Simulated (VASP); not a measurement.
# Al4As4H (a cell with a defect) in VASP: notebook, part 2 of 2

VASP 6.6.1. The steps go on from the part before.

## 3. Single point, PBE (with an interstitial atom, then relaxed in part)

Contents of INCAR:

```
ALGO     = Normal         # electronic algorithm
EDIFF    = 1E-6           # SCF threshold, eV
ENCUT    = 520            # plane-wave cutoff, eV
GGA      = PE             # functional
ISIF     = 2              # what is computed and relaxed
ISMEAR   = 0              # smearing method
LASPH    = True           # aspherical terms in the spheres
LCHARG   = False          # write CHGCAR
LREAL    = False          # projectors in reciprocal space
LWAVE    = False          # write WAVECAR
NBANDS   = 26             # bands
NELECT   = 34.0         
NELM     = 60             # most SCF steps
PREC     = Accurate       # precision mode
SIGMA    = 0.01           # smearing width, eV
```

Contents of KPOINTS:

```
k-points
0
Gamma
  3 3 3
```

Contents of POSCAR:

```
Al4As4H
1.0
    0.0000000000      5.7279123196      0.0000000000
    0.0000000000      0.0000000000     -5.7279123196
   -5.7279123196      0.0000000000      0.0000000000
Al As H
4 4 1
Direct
    0.4865314459      0.9865314459      0.5134685541
    0.0134685541      0.9865314459     -0.0134685541
    0.4865314459      0.5134685541     -0.0134685541
    0.0134685541      0.5134685541      0.5134685541
    0.7500000000      0.7500000000      0.7500000000
    0.2500000000      0.7500000000      0.2500000000
    0.7500000000      0.2500000000      0.2500000000
    0.2500000000      0.2500000000      0.7500000000
    0.2500000000      0.7500000000      0.7500000000
```

Potentials or basis: VASP PAW PBE potentials, release 64 (Al, As, H).

Launch:

```console
cat potpaw_PBE.64/Al/POTCAR potpaw_PBE.64/As/POTCAR potpaw_PBE.64/H/POTCAR > POTCAR
mpirun -np 1 vasp_std > vasp.out
```

Wall time 66 s (1 thread of Intel Xeon 8259CL, shared host); peak memory 0.31 GiB.

It converged, with:

```
Free energy   : -35.0024 eV
Largest force : 0.025 eV/Å
```

Forces in eV/Å, atoms in the order of the input:
```
Al  -0.015 -0.015  0.015
Al   0.015  0.015  0.015
Al   0.015 -0.015 -0.015
Al  -0.015  0.015 -0.015
As   0.000  0.000  0.000
As   0.000  0.000  0.000
As   0.000  0.000  0.000
As   0.000  0.000  0.000
H    0.000  0.000  0.000
```

Levels at points of the mesh, in eV from the Fermi level:
```tsv
k point	band 13	band 14	band 15	band 16	band 17	band 18	band 19	band 20	band 21	band 22
(0.00, 0.00, 0.00)	-2.53	-2.53	-0.40	-0.40	-0.40	1.17	1.17	1.31	1.72	1.72
```

Caveat: the cell carries a net charge on a neutralising background, which shifts energy and pressure; the cell differs from its parent crystal (with an interstitial atom, then relaxed in part); the cell is charged against a uniform background, so pressure and absolute levels hang on convention.

## 4. Single point, PBE, collinear spin (with an interstitial atom, then relaxed in part)

Contents of INCAR:

```
SYSTEM = Al4As4H
PREC     = Accurate       ! precision mode
ENCUT    = 520            ! plane-wave cutoff, eV
EDIFF    = 1E-6           ! SCF threshold, eV
ISMEAR   = 0              ! smearing method
SIGMA    = 0.01           ! smearing width, eV
LREAL    = .FALSE.        ! projectors in reciprocal space
LASPH    = .TRUE.         ! aspherical terms in the spheres
NELM     = 150            ! most SCF steps
ALGO     = Normal         ! electronic algorithm
ISIF     = 2              ! what is computed and relaxed
LWAVE    = .FALSE.        ! write WAVECAR
LCHARG   = .FALSE.        ! write CHGCAR
ISPIN    = 2              ! spin polarisation
MAGMOM   = 0.125 0.125 0.125 0.125 0.125 0.125 0 0.125 0.125 ! initial moments
LORBIT   = 11             ! projections on sites
GGA      = PE             ! functional
NBANDS   = 30             ! bands
```

Contents of KPOINTS:

```
regular mesh
0
G
  3 3 3
  0 0 0
```

Edit POSCAR of step 3 so:

```diff
@@ -8,6 +8,6 @@
 Direct
-    0.4865314459      0.9865314459      0.5134685541
-    0.0134685541      0.9865314459     -0.0134685541
-    0.4865314459      0.5134685541     -0.0134685541
-    0.0134685541      0.5134685541      0.5134685541
+    0.4963454686      0.9963454686      0.5036545314
+    0.0036545314      0.9963454686     -0.0036545314
+    0.4963454686      0.5036545314     -0.0036545314
+    0.0036545314      0.5036545314      0.5036545314
     0.7500000000      0.7500000000      0.7500000000
```

Launch:

```console
cat potpaw_PBE.64/Al/POTCAR potpaw_PBE.64/As/POTCAR potpaw_PBE.64/H/POTCAR > POTCAR
mpirun -np 1 vasp_std > vasp.out
```

Wall time 3.3 min (1 thread of Intel Xeon 8259CL, shared host); peak memory 0.4 GiB.

It converged, with:

- Free energy: -38.9536 eV
- Pressure: 0.4 GPa
- Largest force: 0.019 eV/Å
- Band gap on the k mesh: zero (filled and empty bands overlap)
- Net moment: 1.00 μB per cell
- Site moments: Al +0.01; As +0.06, +0.05 (each value once); H +0.22 μB
- Valence electrons inside the program's atomic spheres: Al 0.76; As 2.88, 2.85 (each value once); H 0.43

Forces on the atoms (eV/Å):
```
Al   0.011  0.011 -0.011
Al  -0.011 -0.011 -0.011
Al  -0.011  0.011  0.011
Al   0.011 -0.011  0.011
As   0.000  0.000  0.000
As   0.000  0.000  0.000
As   0.000  0.000  0.000
As   0.000  0.000  0.000
H    0.000  0.000  0.000
```

Levels at points of the mesh, in eV from the Fermi level:
Spin up:
```csv
k point,band 14,band 15,band 16,band 17,band 18,band 19,band 20,band 21
"(0.00, 0.00, 0.00)",-2.13,-0.02,-0.02,-0.02,1.60,1.60,1.79,2.28
```
Spin down:
```
           k point  band 13  band 14  band 15  band 16  band 17  band 18  band 19  band 20
(0.00, 0.00, 0.00)    -2.06    -1.99     0.06     0.06     0.06     1.63     1.63     1.83
```

Caveat: the k points lie up to 0.37 Å⁻¹ apart; the cell differs from its parent crystal (with an interstitial atom, then relaxed in part).

## 5. Single point, PBE, collinear spin

Contents of INCAR:

```
SYSTEM = Al4As4H
  ALGO = Normal
  EDIFF = 1E-6
  ENCUT = 520
  GGA = PE
  ISIF = 2
  ISMEAR = 0
  ISPIN = 2
  LASPH = .True.
  LCHARG = .False.
  LORBIT = 11
  LREAL = .False.
  LWAVE = .False.
  MAGMOM = 0.125 0.125 0.125 0.125 0.125 0.125 0 0.125 0.125
  NBANDS = 30
  NELM = 150
  PREC = Accurate
  SIGMA = 0.01
```

Contents of KPOINTS:

```
k-points
0
Gamma
  3 3 3
  0 0 0
```

Edit POSCAR of step 4 so:

```diff
@@ -8,6 +8,6 @@
 Direct
-    0.4963454686      0.9963454686      0.5036545314
-    0.0036545314      0.9963454686     -0.0036545314
-    0.4963454686      0.5036545314     -0.0036545314
-    0.0036545314      0.5036545314      0.5036545314
+    0.4963444150      0.9963444150      0.5036555850
+    0.0036555850      0.9963444150     -0.0036555850
+    0.4963444150      0.5036555850     -0.0036555850
+    0.0036555850      0.5036555850      0.5036555850
     0.7500000000      0.7500000000      0.7500000000
```

Launch:

```console
cat potpaw_PBE.64/Al/POTCAR potpaw_PBE.64/As/POTCAR potpaw_PBE.64/H/POTCAR > POTCAR
mpirun -np 1 vasp_std > vasp.out
```

Run time: 2.6 min. Hardware: 1 thread of Intel Xeon 8259CL, shared host; peak memory 0.4 GiB.

The run converged. Its results:

* Free energy: -38.9536 eV
* Pressure: 0.4 GPa
* Largest force: 0.019 eV/Å
* Band gap on the k mesh: zero (filled and empty bands overlap)
* Net moment: 1.00 μB per cell
* Site moments: Al +0.01; As +0.06, +0.05 (each value once); H +0.22 μB
* Valence electrons inside the program's atomic spheres: Al 0.76; As 2.88, 2.85 (each value once); H 0.43

Forces on the atoms (eV/Å):
```
Al   0.011  0.011 -0.011
Al  -0.011 -0.011 -0.011
Al  -0.011  0.011  0.011
Al   0.011 -0.011  0.011
As   0.000  0.000  0.000
As   0.000  0.000  0.000
As   0.000  0.000  0.000
As   0.000  0.000  0.000
H    0.000  0.000  0.000
```

Levels at points of the mesh, in eV from the Fermi level:
Spin up:
```csv
k point,band 13,band 14,band 15,band 16,band 17,band 18,band 19,band 20,band 21,band 22
"(0.00, 0.00, 0.00)",-2.13,-2.13,-0.02,-0.02,-0.02,1.60,1.60,1.79,2.28,2.28
```
Spin down:
```
           k point  band 13  band 14  band 15  band 16  band 17  band 18  band 19  band 20
(0.00, 0.00, 0.00)    -2.06    -1.99     0.06     0.06     0.06     1.63     1.63     1.83
```

Caveat: the k points lie up to 0.37 Å⁻¹ apart.

## 6. Relaxation of the atoms, PBE (with an interstitial atom)

Contents of INCAR:

```
PREC     = Accurate       # precision mode
ENCUT    = 520            # plane-wave cutoff, eV
EDIFF    = 1E-7           # SCF threshold, eV
ISMEAR   = 0              # smearing method
SIGMA    = 0.01           # smearing width, eV
LREAL    = False          # projectors in reciprocal space
LASPH    = True           # aspherical terms in the spheres
NELM     = 80             # most SCF steps
ALGO     = Normal         # electronic algorithm
ISIF     = 2              # what is computed and relaxed
LWAVE    = False          # write WAVECAR
LCHARG   = False          # write CHGCAR
GGA      = PE             # functional
IBRION   = 2              # ionic algorithm
NSW      = 65             # ionic steps
EDIFFG   = -0.025         # ionic threshold
NELECT   = 34.0
```

Contents of KPOINTS:

```
Automatic mesh
0
Gamma
  3 3 3
```

Edit POSCAR of step 5 so:

```diff
@@ -8,6 +8,6 @@
 Direct
-    0.4963444150      0.9963444150      0.5036555850
-    0.0036555850      0.9963444150     -0.0036555850
-    0.4963444150      0.5036555850     -0.0036555850
-    0.0036555850      0.5036555850      0.5036555850
+    0.4963454686      0.9963454686      0.5036545314
+    0.0036545314      0.9963454686     -0.0036545314
+    0.4963454686      0.5036545314     -0.0036545314
+    0.0036545314      0.5036545314      0.5036545314
     0.7500000000      0.7500000000      0.7500000000
```

Potentials or basis: VASP PAW PBE potentials, release 64 (Al, As, H).

Launch:

```console
cat potpaw_PBE.64/Al/POTCAR potpaw_PBE.64/As/POTCAR potpaw_PBE.64/H/POTCAR > POTCAR
mpirun -np 1 vasp_std > vasp.out
```

Wall time 2.6 min (1 thread of Intel Xeon 8259CL, shared host); peak memory 0.33 GiB.

Results (log left out):

```
Free energy                  : -35.0024 eV
Energy gained by relaxing    : 20.9 meV/atom
Ionic steps                  : 3
Largest force after relaxing : 0.021 eV/Å
```

Forces in eV/Å, atoms in the order of the input:
```
Al  -0.012 -0.012  0.012
Al   0.012  0.012  0.012
Al   0.012 -0.012 -0.012
Al  -0.012  0.012 -0.012
As   0.000  0.000  0.000
As   0.000  0.000  0.000
As   0.000  0.000  0.000
As   0.000  0.000  0.000
H    0.000  0.000  0.000
```

The path:
| step | energy change (eV) | largest force (eV/Å) | pressure (GPa) |
| --- | --- | --- | --- |
| 1 | 0.0000 | 0.9535 | 7.27 |
| 2 | -0.1339 | 0.5049 | 7.39 |
| 3 | -0.1881 | 0.0215 | 7.66 |

Final structure:
```xyz
9
Lattice="0.0000 5.7279 0.0000 0.0000 0.0000 -5.7279 -5.7279 0.0000 0.0000" Properties=species:S:1:pos:R:3 pbc="T T T"
Al   -2.9413    2.7866   -5.6505
Al   -5.6505    0.0774   -5.6505
Al   -5.6505    2.7866   -2.9413
Al   -2.9413    0.0774   -2.9413
As   -4.2959    4.2959   -4.2959
As   -1.4320    1.4320   -4.2959
As   -1.4320    4.2959   -1.4320
As   -4.2959    1.4320   -1.4320
H    -4.2959    1.4320   -4.2959
```

Levels at points of the mesh, in eV from the Fermi level:
| k point | band 13 | band 14 | band 15 | band 16 | band 17 | band 18 | band 19 | band 20 | band 21 | band 22 |
| --- | --- | --- | --- | --- | --- | --- | --- | --- | --- | --- |
| (0.00, 0.00, 0.00) | -2.50 | -2.50 | -0.37 | -0.37 | -0.37 | 1.20 | 1.20 | 1.34 | 1.76 | 1.76 |

Caveat: the cell carries a net charge on a neutralising background, which shifts energy and pressure; the cell differs from its parent crystal (with an interstitial atom); the cell is charged against a uniform background, so pressure and absolute levels hang on convention.
